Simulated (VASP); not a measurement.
# Au in VASP: single point with PBEsol

Aim: the single point of Au with PBEsol.

Everything below comes from runs of VASP 6.6.1. Logs are shortened: lines on timing, memory, paths and dates and some standing lists are left out, and cuts for length are marked.

## (1) The cell of the first run

The typed cell holds 1 atom: a = 2.807 Å, b = 2.807 Å, c = 3.242 Å, α = 54.73°, β = 54.73°, γ = 70.53°.

This isn't the form of Au at room conditions, which is fcc.

## (2) Single point, PBEsol

The input, INCAR:

```
  ALGO = Fast
  EDIFF = 1E-6
  ENCUT = 520
  GGA = PS
  ISIF = 2
  ISMEAR = 0
  LASPH = T
  LCHARG = T
  LELF = T
  LREAL = F
  LVHAR = T
  LWAVE = F
  NBANDS = 12
  NELM = 60
  PREC = Accurate
  SIGMA = 0.15
```

The input, KPOINTS:

```
k-points
0
Gamma
  28 28 28
```

The input, POSCAR:

```
Au
1.0
    0.0000000000      2.2921092367      1.6205212303
    2.2921092367      0.0000000000      1.6205212303
    2.2921092367      2.2921092367      0.0000000000
Au
1
Direct
    0.0000000000      0.0000000000      0.0000000000
```

Potentials or basis: VASP PAW PBE potentials, release 64 (Au).

Run with:

```
> cat potpaw_PBE.64/Au/POTCAR > POTCAR
> mpirun -np 1 vasp_std > vasp.out
```

OUTCAR:

```text
EDIFF = 1E-6
   ENCUT = 520
   GGA = PS
   ISIF = 2
   ISMEAR = 0
   LASPH = T
   LREAL = F
   NELM = 60
   PREC = Accurate

 ion  position               nearest neighbor table
   1  0.000  0.000  0.000-

  LATTYP: Found a body centered tetragonal cell.
 ALAT       =     3.2415319690
 C/A-ratio  =     0.9998489886

  Lattice vectors:

 A1 = (   0.0000000000,  -2.2921092367,  -1.6205212303)
 A2 = (   0.0000000000,   2.2921092367,  -1.6205212303)
 A3 = (   2.2921092367,   0.0000000000,   1.6205212303)

Analysis of symmetry for initial positions (statically):
=====================================================================
 Subroutine PRICEL returns:
 Original cell was already a primitive cell.

 Routine SETGRP: Setting up the symmetry group for a
 body centered tetragonal supercell.

 Subroutine GETGRP returns: Found 16 space group operations
 (whereof 16 operations were pure point group operations)
 out of a pool of 16 trial point group operations.

The static configuration has the point symmetry D_4h.

Analysis of symmetry for dynamics (positions and initial velocities):
=====================================================================
 Subroutine PRICEL returns:
 Original cell was already a primitive cell.

 Routine SETGRP: Setting up the symmetry group for a
 body centered tetragonal supercell.

 Subroutine GETGRP returns: Found 16 space group operations
 (whereof 16 operations were pure point group operations)
 out of a pool of 16 trial point group operations.

The dynamic configuration has the point symmetry D_4h.

 Subroutine INISYM returns: Found 16 space group operations
 (whereof 16 operations are pure point group operations),
 and found     1 'primitive' translations

----------------------------------------------------------------------------------------

                                     Primitive cell

  volume of cell :      17.0277

  direct lattice vectors                    reciprocal lattice vectors
     0.000000000  2.292109237  1.620521230    -0.218139691  0.218139691  0.308542703
     2.292109237  0.000000000  1.620521230     0.218139691 -0.218139691  0.308542703
     2.292109237  2.292109237  0.000000000     0.218139691  0.218139691 -0.308542703

  length of vectors
     2.807107731  2.807107731  3.241531969     0.436312329  0.436312329  0.436312329

  position of ions in fractional coordinates (direct lattice)
     0.000000000  0.000000000  0.000000000

  ion indices of the primitive-cell ions
   primitive index   ion index
                 1           1

----------------------------------------------------------------------------------------

 KPOINTS: k-points

Automatic generation of k-mesh.
 Grid dimensions read from file:
 generate k-points for:   28   28   28

 Generating k-lattice:

  Cartesian coordinates                     Fractional coordinates (reciprocal lattice)
    -0.007790703  0.007790703  0.011019382     0.035714286 -0.000000000  0.000000000
     0.007790703 -0.007790703  0.011019382    -0.000000000  0.035714286  0.000000000
     0.007790703  0.007790703 -0.011019382     0.000000000  0.000000000  0.035714286

  Length of vectors
     0.015582583  0.015582583  0.015582583

  Shift w.r.t. Gamma in fractional coordinates (k-lattice)
     0.000000000  0.000000000  0.000000000

 Subroutine IBZKPT returns following result:
 ===========================================

 Found   1639 irreducible k-points:

 Following reciprocal coordinates:
            Coordinates               Weight
  0.000000  0.000000  0.000000      1.000000
  0.035714 -0.000000  0.000000      8.000000
  0.071429 -0.000000  0.000000      8.000000
  0.107143 -0.000000  0.000000      8.000000
  0.142857  0.000000  0.000000      8.000000
  0.178571 -0.000000  0.000000      8.000000
[... 16 lines left out ...]
  0.285714  0.035714  0.000000      8.000000
  0.321429  0.035714  0.000000      8.000000
 [... further k-points ...]
   k-points           NKPTS =   1639   k-points in BZ     NKDIM =   1639   number of bands    NBANDS=     12
   number of dos      NEDOS =    301   number of ions     NIONS =      1
   total plane-waves  NPLWV =  13824
   dimension x,y,z NGX =    24 NGY =   24 NGZ =   24
   dimension x,y,z NGXF=    48 NGYF=   48 NGZF=   48
   ions per type =               1
   NGX,Y,Z   is equivalent  to a cutoff of  14.21, 14.21, 12.31 a.u.
   NGXF,Y,Z  is equivalent  to a cutoff of  28.43, 28.43, 24.62 a.u.
 SYSTEM =  unknown system
   PREC   = accura    normal or accurate (medium, high low for compatibility)
   ISTART =      0    job   : 0-new  1-cont  2-samecut
   ICHARG =      2    charge: 1-file 2-atom 10-const
   ISPIN  =      1    spin polarized calculation?
   LNONCOLLINEAR =      F non collinear calculations
   LSORBIT =      F    spin-orbit coupling
   LASPH  =      T    aspherical Exc in radial PAW
   ENCUT  =  520.0 eV  38.22 Ry    6.18 a.u.   5.22  5.22  6.03*2*pi/ulx,y,z
   NELM   =     60;   NELMIN=  2; NELMDL= -5     # of ELM steps
   EDIFF  = 0.1E-05   stopping-criterion for ELM
   LREAL  =      F    real-space projection
   EDIFFG = 0.1E-04   stopping-criterion for IOM
   NSW    =      0    number of steps for IOM
   IBRION =     -1    ionic relax: 0-MD 1-quasi-New 2-CG
   NFREE  =      0    steps in history (QN), initial steepest desc. (CG)
   ISIF   =      2    stress and relaxation
   ISYM   =      2    0-nonsym 1-usesym 2-fastsym
   POTIM  = 0.5000    time-step for ionic-motion
   TEBEG  =    0.0;   TEEND  =   0.0 temperature during run
   PSTRESS=    0.0 pullay stress
   NELECT =      11.0000    total number of electrons
   NUPDOWN=      -1.0000    fix difference up-down
   EMIN   =  10.00;   EMAX   =-10.00  energy-range for DOS
   EFERMI =   0.00;   METHOD = LEGACY
   ISMEAR =     0;   SIGMA  =   0.15  broadening in eV -4-tet -1-fermi 0-gaus
   EFERMI_NEDOS =   21; number of points for ismear=-14 and -15
   IALGO  =     68    algorithm
   IMIX   =      4    mixing-type and parameters
     AMIX     =   0.40;   BMIX     =  1.00
     AMIX_MAG =   1.60;   BMIX_MAG =  1.00
  volume/ion in A,a.u.               =      17.03       114.91
  Fermi-wavevector in a.u.,A,eV,Ry     =   1.415209  2.674357 27.249977  2.002817
  Thomas-Fermi vector in A             =   2.536671
   LORBIT       =      0    0 simple, 1 ext, 2 COOP (PROOUT), +10 PAW based schemes
   GGA     = PS    functional components
   LHFCALC =     F    Hartree Fock is set to
   AEXX    =    0.0000 exact exchange contribution
   IVDW    =     0    specifies the selected vdW correction
   LEPSILON=     F    determine dielectric tensor
   LRPA    =     F    only Hartree local field effects (RPA)
 non-spin polarized calculation
 RMM-DIIS sequential band-by-band and
 Gauss-broadening in eV      SIGMA  =   0.15
  energy-cutoff  :      520.00
  volume of cell :       17.03
 maximum number of plane-waves:       478
 NGX is ok and might be reduce to    24
   NGX = 11   NGY = 11   NGZ = 13

 number of electron      11.0000001 magnetization

 Free energy of the ion-electron system (eV)
  ---------------------------------------------------
  ext. energy  EPLUGINS =         0.00000000
  ---------------------------------------------------
  free energy    TOTEN  =        -3.90440533 eV

  energy without entropy =       -3.90209193  energy(sigma->0) =       -3.90324863

 E-fermi :   9.2690     XC(G=0): -12.8917

 val. band max:        9.2495451561   @ k =   0.4286   0.1429   0.0000
 cond. band min:       9.2763894427   @ k =   0.5000   0.0357   0.4286
 fundamental gap:      0.0268442866
 Fermi energy:         9.2690307189

 k-point     1 :       0.0000    0.0000    0.0000
  band No.  band energies     occupation
      1      -0.6261      2.00000
      2       4.4280      2.00000
      3       4.4290      2.00000
      4       4.4290      2.00000
      5       6.3829      2.00000
      6       6.3841      2.00000
      7      25.7909      0.00000
      8      25.7909      0.00000
      9      25.7936      0.00000
     10      33.6234      0.00000
     11      33.6257      0.00000
     12      33.6292      0.00000

 k-point     2 :       0.0357   -0.0000    0.0000
  band No.  band energies     occupation
      1      -0.5787      2.00000
      2       4.4131      2.00000
      3       4.4304      2.00000
      4       4.4623      2.00000
      5       6.3645      2.00000
      6       6.3843      2.00000
      7      25.7954      0.00000
      8      25.8080      0.00000
      9      25.8524      0.00000
     10      32.7253      0.00000
     11      32.9150      0.00000
     12      33.4508      0.00000

 k-point     3 :       0.0714   -0.0000    0.0000
  band No.  band energies     occupation
      1      -0.4377      2.00000
      2       4.3677      2.00000
      3       4.4337      2.00000
      4       4.5628      2.00000
      5       6.3109      2.00000
      6       6.3877      2.00000
      7      25.7741      0.00000
      8      25.8380      0.00000
      9      26.0348      0.00000
     10      31.6929      0.00000
     11      31.7614      0.00000
     12      32.9565      0.00000
[... 286 lines left out ...]
 k-point    23 :       0.2857    0.0357    0.0000
  band No.  band energies     occupation
      1       1.6839      2.00000
      2       3.7598      2.00000
      3       4.7950      2.00000
      4       6.0241      2.00000
      5       6.3091      2.00000
      6       6.5430      2.00000
      7      19.9437      0.00000
      8      23.6480      0.00000
      9      26.6317      0.00000
     10      29.3059      0.00000
     11      29.8598      0.00000
     12      31.3039      0.00000

 k-point    24 :       0.3214    0.0357    0.0000
  band No.  band energies     occupation
      1       1.9159      2.00000
      2       3.6486      2.00000
      3       5.1588      2.00000
      4       6.1149      2.00000
      5       6.5881      2.00000
      6       6.7052      2.00000
      7      18.4204      0.00000
      8      23.0935      0.00000
      9      25.6944      0.00000
     10      29.8688      0.00000
     11      30.1266      0.00000
     12      32.0263      0.00000

 [... further k-points ...]

------------------------ aborting loop because EDIFF is reached ----------------------------------------

  FORCE on cell =-STRESS in cart. coord.  units (eV):
  Direction    XX          YY          ZZ          XY          YZ          ZX
  --------------------------------------------------------------------------------------
  -------------------------------------------------------------------------------------
  Total        0.0083438      0.0083438      0.0082501      0.0000000     -0.0000000      0.0000000
  in kB        0.7850941      0.7850941      0.7762753      0.0000000     -0.0000000      0.0000000
  external PRESSURE =       0.7821545 kB  Pullay stress =       0.0000000 kB

 VOLUME and BASIS-vectors are now :
 -----------------------------------------------------------------------------
  energy-cutoff  :      520.00
  volume of cell :       17.03
      direct lattice vectors                 reciprocal lattice vectors
     0.000000000  2.292109237  1.620521230    -0.218139691  0.218139691  0.308542703
     2.292109237  0.000000000  1.620521230     0.218139691 -0.218139691  0.308542703
     2.292109237  2.292109237  0.000000000     0.218139691  0.218139691 -0.308542703

 POSITION                                       TOTAL-FORCE (eV/Angst)
 -----------------------------------------------------------------------------------
      0.00000      0.00000      0.00000        -0.000000      0.000000      0.000000
 -----------------------------------------------------------------------------------
    total drift:                               -0.000000      0.000000      0.000000

  FREE ENERGIE OF THE ION-ELECTRON SYSTEM (eV)
  ---------------------------------------------------
  free  energy   TOTEN  =        -3.9044053320 eV

  energy  without entropy=       -3.9020919318  energy(sigma->0) =       -3.90324863
```

Wall time 97 s (1 thread of Intel Xeon 6975P-C (Granite Rapids), shared host); peak memory 0.42 GiB.

Results:

| Property | Result |
| --- | --- |
| Free energy | -3.9044 eV |
| Pressure | 0.1 GPa |
| Band gap on the k mesh | zero (an odd number of electrons rules out a gap without spin polarisation) |

Caveat: the PAW data sets were made with another functional, which shifts forces and pressure a little; spin-orbit coupling is left out, which moves the levels of the heavy elements.
